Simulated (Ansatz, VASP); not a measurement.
## One calculation of PbO2, two programs

```
Pb O
1.0
     3.72882    0.00000    0.00000
     0.00000    3.84163    0.00000
     0.00000    0.00000   11.50532
Pb O
4 8
Direct
  0.74264 0.45107 0.37222
  0.75736 0.54893 0.87222
  0.25736 0.95107 0.12778
  0.24264 0.04893 0.62778
  0.25783 0.50762 0.96685
  0.24217 0.49238 0.46685
  0.74876 0.95223 0.28181
  0.75124 0.04777 0.78181
  0.25124 0.45223 0.21819
  0.24876 0.54777 0.71819
  0.75783 0.99238 0.03315
  0.74217 0.00762 0.53315
```

Change from the starting cell: the structure that the rattled cell fell into.

Alike in both runs: functional PBE; k mesh 6 × 4 × 2; occupations gaussian, width 0.1 eV; no spin polarisation.

Ansatz relaxed the structure, and its values are those at the end. VASP's run is a single point on that final structure, the one shown.

```csv
,VASP,Ansatz
version,VASP 6.6.1,Ansatz 0.2.0
potentials or method,"VASP PAW PBE potentials, release 64 (Pb_d, O), cutoff 600 eV","scalar-relativistic, plane waves, PAW"
valence electrons in the cell,104,104
```

|  | VASP | Ansatz | Ansatz less VASP |
| --- | --- | --- | --- |
| gap on the k mesh at the Fermi level (eV) | none | none | - |
| pressure (GPa) | 0.1 | -0.1 | -0.11 |
| rms of the force components (eV/Å) | 0.015 | 0.017 | +0.0013 |

A gap of «none» marks a metal or a gap that the smearing closes.

The k mesh is coarse, so the values compare programs but aren't converged. Neither program's run includes spin-orbit coupling.
